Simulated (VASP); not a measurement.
Crystal: GaN.

```
CELL_PARAMETERS angstrom
0.00000 2.16333 2.16333
2.16333 0.00000 2.16333
2.16333 2.16333 0.00000
ATOMIC_POSITIONS crystal
Ga 0.00000 0.00000 0.00000
N 0.50000 0.50000 0.50000
```

This cell differs from its parent crystal: volume scaled by 1.04.

Base run:

```yaml
Program: VASP 6.6.1
Functional: PBEsol
Potentials_or_basis: VASP PAW PBE potentials, release 64 (Ga_d, N)
Cutoff: 520 eV
k_mesh: 11 × 11 × 11
Occupations: fermi-dirac, width 0.05 eV
Spin: no spin polarisation
```

Its results: band gap on the k mesh 0.24 eV, indirect (least direct gap 1.91 eV); pressure -14.1 GPa.

Task: The run is repeated on the same cell with these changes: functional from PBEsol to LDA; potentials or basis from VASP PAW PBE potentials, release 64 (Ga_d, N) to VASP PAW LDA potentials, release 64 (Ga_d, N). What comes out?

Result: Band gap on the k mesh 0.14 eV, indirect (least direct gap 1.98 eV); pressure -19.0 GPa.

Caveats: the PAW data sets were made with another functional, which shifts forces and pressure a little (some runs).

A k mesh can miss the band edges.
